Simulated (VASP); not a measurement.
Here is a VASP 6.6.1 calculation.

INCAR

```
SYSTEM = Ge2As
PREC     = Accurate       ! precision mode
ENCUT    = 520            ! plane-wave cutoff, eV
EDIFF    = 1E-7           ! SCF threshold, eV
ISMEAR   = -1             ! smearing method
SIGMA    = 0.05           ! smearing width, eV
LREAL    = Auto         
LASPH    = .TRUE.         ! aspherical terms in the spheres
NELM     = 100            ! most SCF steps
ALGO     = Normal         ! electronic algorithm
ISIF     = 2              ! what is computed and relaxed
LWAVE    = .FALSE.        ! write WAVECAR
LCHARG   = .FALSE.        ! write CHGCAR
GGA      = PE             ! functional
ISYM     = 0            
NBANDS   = 132            ! bands
```

Contents of KPOINTS:

```
Automatic mesh
0
Gamma
  1 1 1
  0.25 0.25 0.25
```

Contents of POSCAR:

```
Ge2As
1.0
    8.2985660000      0.1181100000      0.0324410000
    0.1181100000      7.7552490000     -0.1054300000
    0.0324410000     -0.1054300000      7.8345330000
As Ge
7 14
Direct
    0.5971978922      0.2711099845      0.7752867247
    0.6455585311      0.1863852735      0.1502715012
    0.5243645062      0.8729331114      0.8437288386
    0.7291768866      0.5638799209      0.3847792373
    0.6148556925      0.6809632903      0.1171628770
    0.9207089161      0.0238677763      0.4302046672
    0.1603036508      0.1421915512     -0.0087133663
    0.1476086968      0.5775760317      0.7496064242
    0.5483504757      1.0093938193      0.5490854851
    0.3790049757      0.4229026679      0.0006522824
    0.4468901677      0.5787821871      0.6617393075
    0.4345953752      0.9741007426      0.2125568598
    0.8287358454      0.9152340867      0.9843898941
    0.1671683640      0.2706492403      0.5297591370
    0.1890484156      0.8370247378      0.4023690498
    0.8551690695      0.4265478399      0.0923051060
    0.4934110147      0.3607475585      0.4144827609
    0.1872347379      0.4787654028      0.2783572619
    0.8243921006      0.7741671804      0.6414986498
    0.9333769743      0.2146633377      0.7543753116
    0.2297230481      0.9798197675      0.7301134545
```

Potentials or basis: VASP PAW PBE potentials, release 64 (As, Ge_d).

Run with:

```bash
$ cat potpaw_PBE.64/As/POTCAR potpaw_PBE.64/Ge_d/POTCAR > POTCAR
$ mpirun -np 1 vasp_std > vasp.out
```

Question: What does it give for the largest force?

Answer: 0.914 eV/Å.

Question: Estimate the pressure.

Answer: -2.1 GPa.

Stress tensor (GPa, compression positive):
```
-3.50 -0.22 -1.26
-0.22 -2.24 -0.28
-1.26 -0.28 -0.69
```

Caveat: the k points lie up to 0.81 Å⁻¹ apart.
